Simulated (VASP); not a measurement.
TiO2: single point with r2SCAN

TiO2:

```
CELL_PARAMETERS angstrom
4.59695 0.00000 0.00000
0.00000 4.59695 0.00000
0.00000 0.00000 2.95354
ATOMIC_POSITIONS crystal
Ti 0.00000 0.00000 0.00000
Ti 0.50000 0.50000 0.50000
O 0.30463 0.30463 0.00000
O 0.19537 0.80463 0.50000
O 0.69537 0.69537 0.00000
O 0.80463 0.19537 0.50000
```

- Program: VASP 6.6.1
- Task: single point
- Functional: r2SCAN
- Potentials or basis: VASP PAW PBE potentials, release 64 (Ti_sv, O)
- Cutoff: 520 eV
- k mesh: 6 × 6 × 10
- Occupations: fermi-dirac, width 0.1 eV
- Spin: no spin polarisation
- Dipole correction: no
- Further INCAR settings: ALGO = Normal; EDIFF = 1e-07; NBANDS = 33

| Quantity | Value |
| --- | --- |
| Pressure | 1.3 GPa |
| Largest force | 0.036 eV/Å |
| Band gap on the k mesh | 2.23 eV, direct |

Forces in eV/Å, atoms in the order of the input:
```
Ti   0.000  0.000  0.000
Ti   0.000  0.000  0.000
O   -0.026 -0.026  0.000
O    0.026 -0.026  0.000
O    0.026  0.026  0.000
O   -0.026  0.026  0.000
```

Stress tensor (GPa, compression positive):
```
1.02 0.00 0.00
0.00 1.02 0.00
0.00 0.00 1.74
```

Levels at points of the mesh, in eV from the valence-band top:
| k point | band 21 | band 22 | band 23 | band 24 | band 25 | band 26 | band 27 | band 28 |
| --- | --- | --- | --- | --- | --- | --- | --- | --- |
| (0.00, 0.00, 0.00) | -0.76 | -0.49 | -0.49 | 0.00 | 2.23 | 2.55 | 2.79 | 2.88 |
| (0.50, 0.00, 0.00) | -1.70 | -1.70 | -0.77 | -0.77 | 2.92 | 2.92 | 3.41 | 3.41 |
| (0.50, 0.50, 0.00) | -1.38 | -1.38 | -1.13 | -1.13 | 2.27 | 2.27 | 2.90 | 2.90 |
| (0.00, 0.00, 0.50) | -2.40 | -2.40 | -1.48 | -1.48 | 3.33 | 3.33 | 3.59 | 3.59 |
| (0.50, 0.00, 0.50) | -2.08 | -2.08 | -1.09 | -1.09 | 2.29 | 2.29 | 3.62 | 3.62 |
| (0.50, 0.50, 0.50) | -1.32 | -1.32 | -0.72 | -0.72 | 2.97 | 2.97 | 3.60 | 3.60 |

Run time: 5.3 min on 1 thread of Intel(R) Xeon(R) Platinum 8488C (Sapphire Rapids), on a shared host, peak memory 0.24 GiB.

Caveat: the PAW data sets were made with another functional, which shifts forces and pressure a little. A k mesh can miss the band edges.
